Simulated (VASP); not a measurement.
# Si4Mo2N in VASP: notebook

The runs below take Si4Mo2N through single point, with PBE.

All numbers are computed with VASP 6.6.1; they aren't measurements. Logs are shortened: lines on timing, memory, paths and dates and some standing lists are left out, and cuts for length are marked.

**1. The cell of the first run**

The cell holds a slab with vacuum, 7 atoms: a = 3.217 Å, b = 3.217 Å, c = 21.879 Å, α = 90.00°, β = 90.00°, γ = 90.00°.

**2. Single point, PBE**

File INCAR:

```
PREC = Accurate ; ENCUT = 520
EDIFF = 1E-6 ; ISMEAR = 0
SIGMA = 0.1 ; LREAL = F
LASPH = T ; NELM = 80
ALGO = Normal ; ISIF = 2
LWAVE = F ; LCHARG = T
LDIPOL = T ; IDIPOL = 3
DIPOL = 0.5 0.5 0.360 ; GGA = PE
LELF = T ; LVHAR = T
LVACPOTAV = T ; NBANDS = 34
```

File KPOINTS:

```
Automatic mesh
0
Gamma
  8 8 1
```

File POSCAR:

```
Si4Mo2N
1.0
    3.2169717285      0.0000000000      0.0000000000
    0.0000000000      3.2169717285      0.0000000000
    0.0000000000      0.0000000000     21.8787970046
Si Mo N
4 2 1
Direct
    0.0000000000      0.0000000000      0.1828254085
    0.0000000000      0.0000000000      0.3015081460
    0.5000000000      0.5000000000      0.3593659936
    0.5000000000      0.5000000000      0.4743769505
    0.5000000000      0.5000000000      0.2421667772
    0.0000000000      0.0000000000      0.4192862006
    0.5000000000      0.7500000000      0.5402452888
```

Potentials or basis: VASP PAW PBE potentials, release 64 (Si, Mo_sv, N).

Launch:

```
> cat potpaw_PBE.64/Si/POTCAR potpaw_PBE.64/Mo_sv/POTCAR potpaw_PBE.64/N/POTCAR > POTCAR
> mpirun -np 1 vasp_std > vasp.out
```

OUTCAR:

```text
PREC = Accurate
   ENCUT = 520
   EDIFF = 1E-6
   ISMEAR = 0
   LREAL = F
   LASPH = T
   NELM = 80
   ISIF = 2
   GGA = PE

 ion  position               nearest neighbor table
   1  0.000  0.000  0.183-   2 2.60   5 2.62   5 2.62   5 2.62   5 2.62
   2  0.000  0.000  0.302-   6 2.58   1 2.60   3 2.60   3 2.60   3 2.60   3 2.60   5 2.62   5 2.62
                             5 2.62   5 2.62
   3  0.500  0.500  0.359-   4 2.52   5 2.56   2 2.60   2 2.60   2 2.60   2 2.60   6 2.63   6 2.63
                             6 2.63   6 2.63
   4  0.500  0.500  0.474-   7 1.65   3 2.52   6 2.57   6 2.57   6 2.57   6 2.57
   5  0.500  0.500  0.242-   3 2.56   1 2.62   1 2.62   1 2.62   1 2.62   2 2.62   2 2.62   2 2.62
                             2 2.62
   6  0.000  0.000  0.419-   4 2.57   4 2.57   4 2.57   4 2.57   2 2.58   3 2.63   3 2.63   3 2.63
                             3 2.63
   7  0.500  0.750  0.540-   4 1.65

  LATTYP: Found a simple tetragonal cell.
 ALAT       =     3.2169717285
 C/A-ratio  =     6.8010535532

  Lattice vectors:

 A1 = (   3.2169717285,   0.0000000000,   0.0000000000)
 A2 = (   0.0000000000,   3.2169717285,   0.0000000000)
 A3 = (   0.0000000000,   0.0000000000,  21.8787970046)

Analysis of symmetry for initial positions (statically):
=====================================================================
 Subroutine PRICEL returns:
 Original cell was already a primitive cell.

 Routine SETGRP: Setting up the symmetry group for a
 simple tetragonal supercell.

 Subroutine GETGRP returns: Found  2 space group operations
 (whereof  2 operations were pure point group operations)
 out of a pool of 16 trial point group operations.

The static configuration has the point symmetry C_1h.

Analysis of symmetry for dynamics (positions and initial velocities):
=====================================================================
 Subroutine PRICEL returns:
 Original cell was already a primitive cell.

 Routine SETGRP: Setting up the symmetry group for a
 simple tetragonal supercell.

 Subroutine GETGRP returns: Found  2 space group operations
 (whereof  2 operations were pure point group operations)
 out of a pool of 16 trial point group operations.

The dynamic configuration has the point symmetry C_1h.

 Subroutine INISYM returns: Found  2 space group operations
 (whereof  2 operations are pure point group operations),
 and found     1 'primitive' translations

----------------------------------------------------------------------------------------

                                     Primitive cell

  volume of cell :     226.4216

  direct lattice vectors                    reciprocal lattice vectors
     3.216971728  0.000000000  0.000000000     0.310851349  0.000000000  0.000000000
     0.000000000  3.216971728  0.000000000     0.000000000  0.310851349  0.000000000
     0.000000000  0.000000000 21.878797005     0.000000000  0.000000000  0.045706352

  length of vectors
     3.216971728  3.216971728 21.878797005     0.310851349  0.310851349  0.045706352

  position of ions in fractional coordinates (direct lattice)
     0.000000000  0.000000000  0.182825409
     0.000000000  0.000000000  0.301508146
     0.500000000  0.500000000  0.359365994
     0.500000000  0.500000000  0.474376951
     0.500000000  0.500000000  0.242166777
     0.000000000  0.000000000  0.419286201
     0.500000000  0.750000000  0.540245289

  ion indices of the primitive-cell ions
   primitive index   ion index
                 1           1
                 2           2
                 3           3
                 4           4
                 5           5
                 6           6
                 7           7

----------------------------------------------------------------------------------------

 KPOINTS: Automatic mesh

Automatic generation of k-mesh.
 Grid dimensions read from file:
 generate k-points for:    8    8    1

 Generating k-lattice:

  Cartesian coordinates                     Fractional coordinates (reciprocal lattice)
     0.038856419  0.000000000  0.000000000     0.125000000  0.000000000  0.000000000
     0.000000000  0.038856419  0.000000000     0.000000000  0.125000000  0.000000000
     0.000000000  0.000000000  0.045706352     0.000000000  0.000000000  1.000000000

  Length of vectors
     0.038856419  0.038856419  0.045706352

  Shift w.r.t. Gamma in fractional coordinates (k-lattice)
     0.000000000  0.000000000  0.000000000

 Subroutine IBZKPT returns following result:
 ===========================================

 Found     25 irreducible k-points:

 Following reciprocal coordinates:
            Coordinates               Weight
  0.000000  0.000000  0.000000      1.000000
  0.125000  0.000000  0.000000      2.000000
  0.000000  0.125000  0.000000      2.000000
  0.250000  0.000000  0.000000      2.000000
  0.000000  0.250000  0.000000      2.000000
  0.375000  0.000000  0.000000      2.000000
[... 16 lines left out ...]
  0.500000  0.375000  0.000000      2.000000
 -0.375000  0.500000  0.000000      2.000000
   k-points           NKPTS =     25   k-points in BZ     NKDIM =     25   number of bands    NBANDS=     34
   number of dos      NEDOS =    301   number of ions     NIONS =      7
   total plane-waves  NPLWV =  96768
   dimension x,y,z NGX =    24 NGY =   24 NGZ =  168
   dimension x,y,z NGXF=    48 NGYF=   48 NGZF=  336
   ions per type =               4   2   1
   NGX,Y,Z   is equivalent  to a cutoff of  12.40, 12.40, 12.77 a.u.
   NGXF,Y,Z  is equivalent  to a cutoff of  24.81, 24.81, 25.53 a.u.
 SYSTEM =  unknown system
   PREC   = accura    normal or accurate (medium, high low for compatibility)
   ISTART =      0    job   : 0-new  1-cont  2-samecut
   ICHARG =      2    charge: 1-file 2-atom 10-const
   ISPIN  =      1    spin polarized calculation?
   LNONCOLLINEAR =      F non collinear calculations
   LSORBIT =      F    spin-orbit coupling
   LASPH  =      T    aspherical Exc in radial PAW
   ENCUT  =  520.0 eV  38.22 Ry    6.18 a.u.   5.98  5.98 40.68*2*pi/ulx,y,z
   NELM   =     80;   NELMIN=  2; NELMDL= -5     # of ELM steps
   EDIFF  = 0.1E-05   stopping-criterion for ELM
   LREAL  =      F    real-space projection
   EDIFFG = 0.1E-04   stopping-criterion for IOM
   NSW    =      0    number of steps for IOM
   IBRION =     -1    ionic relax: 0-MD 1-quasi-New 2-CG
   NFREE  =      0    steps in history (QN), initial steepest desc. (CG)
   ISIF   =      2    stress and relaxation
   ISYM   =      2    0-nonsym 1-usesym 2-fastsym
   POTIM  = 0.5000    time-step for ionic-motion
   TEBEG  =    0.0;   TEEND  =   0.0 temperature during run
   PSTRESS=    0.0 pullay stress
   NELECT =      49.0000    total number of electrons
   NUPDOWN=      -1.0000    fix difference up-down
   EMIN   =  10.00;   EMAX   =-10.00  energy-range for DOS
   EFERMI =   0.00;   METHOD = LEGACY
   ISMEAR =     0;   SIGMA  =   0.10  broadening in eV -4-tet -1-fermi 0-gaus
   EFERMI_NEDOS =   21; number of points for ismear=-14 and -15
   IALGO  =     38    algorithm
   IMIX   =      4    mixing-type and parameters
     AMIX     =   0.40;   BMIX     =  1.00
     AMIX_MAG =   1.60;   BMIX_MAG =  1.00
  volume/ion in A,a.u.               =      32.35       218.28
  Fermi-wavevector in a.u.,A,eV,Ry     =   0.982881  1.857376 13.143974  0.966055
  Thomas-Fermi vector in A             =   2.113997
   LORBIT       =      0    0 simple, 1 ext, 2 COOP (PROOUT), +10 PAW based schemes
   GGA     = PE    functional components
   LHFCALC =     F    Hartree Fock is set to
   AEXX    =    0.0000 exact exchange contribution
   IVDW    =     0    specifies the selected vdW correction
   LEPSILON=     F    determine dielectric tensor
   LRPA    =     F    only Hartree local field effects (RPA)
 non-spin polarized calculation
 Gauss-broadening in eV      SIGMA  =   0.10
  energy-cutoff  :      520.00
  volume of cell :      226.42
 maximum number of plane-waves:      6156
   NGX = 11   NGY = 11   NGZ = 81

 dipolmoment           0.000000      0.000000     -0.299487 electrons x Angstroem

 number of electron      49.0000006 magnetization

 dipolmoment           0.000000      0.000000      0.206231 electrons x Angstroem

 Free energy of the ion-electron system (eV)
  ---------------------------------------------------
  ext. energy  EPLUGINS =         0.00000000
  ---------------------------------------------------
  free energy    TOTEN  =       -49.51704029 eV

  energy without entropy =      -49.48807427  energy(sigma->0) =      -49.50255728

 E-fermi :   0.4987     XC(G=0):  -5.7665

 val. band max:        0.4565791042   @ k =   0.3750   0.0000   0.0000
 cond. band min:       0.5251528160   @ k =   0.5000   0.2500   0.0000
 fundamental gap:      0.0685737118
 Fermi energy:         0.4987428839

 k-point     1 :       0.0000    0.0000    0.0000
  band No.  band energies     occupation
      1     -60.0034      2.00000
      2     -59.9806      2.00000
      3     -34.1874      2.00000
      4     -34.1321      2.00000
      5     -34.0743      2.00000
      6     -34.0523      2.00000
[... 26 lines left out ...]
     33       4.8244      0.00000
     34       5.0645      0.00000

 k-point     2 :       0.1250    0.0000    0.0000
  band No.  band energies     occupation
      1     -60.0009      2.00000
      2     -59.9782      2.00000
      3     -34.1830      2.00000
      4     -34.1280      2.00000
      5     -34.1107      2.00000
      6     -34.0824      2.00000
[... 26 lines left out ...]
     33       4.9930      0.00000
     34       5.2667      0.00000
[... 775 lines left out ...]
     33       4.7167      0.00000
     34       5.5799      0.00000

 k-point    24 :      -0.3750    0.5000    0.0000
  band No.  band energies     occupation
      1     -59.9721      2.00000
      2     -59.9497      2.00000
      3     -34.2848      2.00000
      4     -34.2568      2.00000
      5     -34.2472      2.00000
      6     -34.2169      2.00000
[... 26 lines left out ...]
     33       4.7355      0.00000
     34       5.6587      0.00000

 [... further k-points ...]

------------------------ aborting loop because EDIFF is reached ----------------------------------------

  FORCE on cell =-STRESS in cart. coord.  units (eV):
  Direction    XX          YY          ZZ          XY          YZ          ZX
  --------------------------------------------------------------------------------------
  -------------------------------------------------------------------------------------
  Total       -0.4567923     -0.1011544     -0.1980100      0.0000000      1.8473712      0.0000000
  in kB       -3.2322983     -0.7157763     -1.4011340      0.0000000     13.0721437      0.0000000
  external PRESSURE =      -1.7830695 kB  Pullay stress =       0.0000000 kB

 VOLUME and BASIS-vectors are now :
 -----------------------------------------------------------------------------
  energy-cutoff  :      520.00
  volume of cell :      226.42
      direct lattice vectors                 reciprocal lattice vectors
     3.216971728  0.000000000  0.000000000     0.310851349  0.000000000  0.000000000
     0.000000000  3.216971728  0.000000000     0.000000000  0.310851349  0.000000000
     0.000000000  0.000000000 21.878797005     0.000000000  0.000000000  0.045706352

 POSITION                                       TOTAL-FORCE (eV/Angst)
 -----------------------------------------------------------------------------------
      0.00000      0.00000      4.00000         0.000000      0.002427      0.571806
      0.00000      0.00000      6.59664         0.000000      0.026498     -0.401250
      1.60849      1.60849      7.86250         0.000000     -0.037672     -0.052440
      1.60849      1.60849     10.37880         0.000000     -1.575232      0.393342
      1.60849      1.60849      5.29832         0.000000     -0.000966     -0.268297
      0.00000      0.00000      9.17348         0.000000      0.158675     -0.302890
      1.60849      2.41273     11.81992         0.000000      1.426269      0.059729
 -----------------------------------------------------------------------------------
    total drift:                                0.000000     -0.000091      0.000110

  FREE ENERGIE OF THE ION-ELECTRON SYSTEM (eV)
  ---------------------------------------------------
  free  energy   TOTEN  =       -49.5170402945 eV

  energy  without entropy=      -49.4880742746  energy(sigma->0) =      -49.50255728

 vacuum level on the upper side and lower side of the slab         8.678         5.073
```

Run time: 3.2 min. Hardware: 1 thread of AMD EPYC 9R45 (Zen 5), shared host; peak memory 0.37 GiB.

What came out:

```
Free energy            : -49.5170 eV
Largest force          : 1.624 eV/Å
Band gap on the k mesh : zero (an odd number of electrons rules out a gap without spin polarisation)
```

Forces on the atoms (eV/Å):
```
Si   0.000  0.002  0.572
Si   0.000  0.026 -0.401
Si   0.000 -0.038 -0.052
Si   0.000 -1.575  0.393
Mo   0.000 -0.001 -0.268
Mo   0.000  0.159 -0.303
N    0.000  1.426  0.060
```

Levels at points of the mesh, in eV from the Fermi level:
```tsv
k point	band 21	band 22	band 23	band 24	band 25	band 26	band 27	band 28
(0.00, 0.00, 0.00)	-0.93	-0.55	0.05	0.11	0.59	0.73	1.06	1.56
(0.50, 0.00, 0.00)	-1.72	-1.21	-0.20	-0.16	-0.15	0.15	1.18	2.44
(0.00, 0.50, 0.00)	-1.72	-1.55	-0.37	-0.18	-0.15	0.42	1.59	2.42
(0.50, 0.50, 0.00)	-1.79	-1.57	-1.57	-0.60	0.16	0.79	1.63	2.50
```

(Part 1 of 2 ends here.)
